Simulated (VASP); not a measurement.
# S: relaxation of cell and atoms with PBE+D4

The system is S.

```
S
1.0
     1.66500    1.66500    1.66500
    -1.66500    1.66500    1.66500
    -1.66500   -1.66500    1.66500
S
1
Direct
  0.00000 0.00000 0.00000
```

| Item | Value |
| --- | --- |
| Program | VASP 6.6.1 |
| Task | relaxation of cell and atoms |
| Functional | PBE |
| Dispersion | D4 |
| Potentials or basis | VASP PAW PBE potentials, release 64 (S) |
| Cutoff | 600 eV |
| k mesh | 18 × 18 × 18 |
| Occupations | fermi-dirac, width 0.05 eV |
| Spin | no spin polarisation |
| Target pressure | 10 GPa |
| Dipole correction | no |
| Further INCAR settings | ALGO = Normal; EDIFF = 1e-06; IBRION = 2; EDIFFG = -0.03; NSW = 80; ISIF = 3 |

The relaxed volume is 13.77 Å³/atom and the relaxed cell is a = 2.615 Å, b = 2.615 Å, c = 2.615 Å, α = 70.53°, β = 109.47°, γ = 70.53°. The space group after relaxing (to 0.05 Å) is Im-3m (No. 229), the energy change on relaxing (the enthalpy is what falls) is -119.1 meV/atom and the ionic steps are 3. The pressure after relaxing is 10.0 GPa and the band gap on the k mesh is zero (band 3 reaches 13.65 eV, above the bottom of band 4 at 5.46 eV). The dispersion energy per atom is -0.458 eV.

The path:
```csv
step,energy change (eV),largest force (eV/Å),pressure (GPa),volume (Å³)
1,0.0000,0.0000,-12.22,18.46
2,0.0280,0.0000,26.46,12.43
3,-0.1191,0.0000,9.97,13.77
```

Final structure:
```
S
1.0
     1.50993    1.50993    1.50993
    -1.50993    1.50993    1.50993
    -1.50993   -1.50993    1.50993
S
1
Direct
  0.00000 0.00000 0.00000
```

Levels at points of the mesh, in eV from the Fermi level:
| k point | band 1 | band 2 | band 3 | band 4 | band 5 | band 6 | band 7 |
| --- | --- | --- | --- | --- | --- | --- | --- |
| (0.00, 0.00, 0.00) | -18.37 | 3.89 | 3.89 | 3.89 | 12.34 | 12.34 | 12.34 |
| (0.50, 0.00, 0.00) | -12.94 | -8.68 | 0.12 | 2.76 | 7.68 | 7.93 | 19.08 |
| (0.50, 0.50, 0.50) | -8.79 | -4.12 | -4.12 | -4.12 | 3.16 | 3.16 | 23.44 |

Run time: 22 s on 1 thread of AMD EPYC 9R45 96-Core Processor (Zen 5), with other jobs on the host, peak memory 0.12 GiB.

Caveat: the cell is relaxed towards a set pressure, so the enthalpy falls and the energy may rise; the volume moved by over 15 % at a fixed basis, so the end points are rough; pairwise dispersion overbinds metals, which lowers pressure and volume.
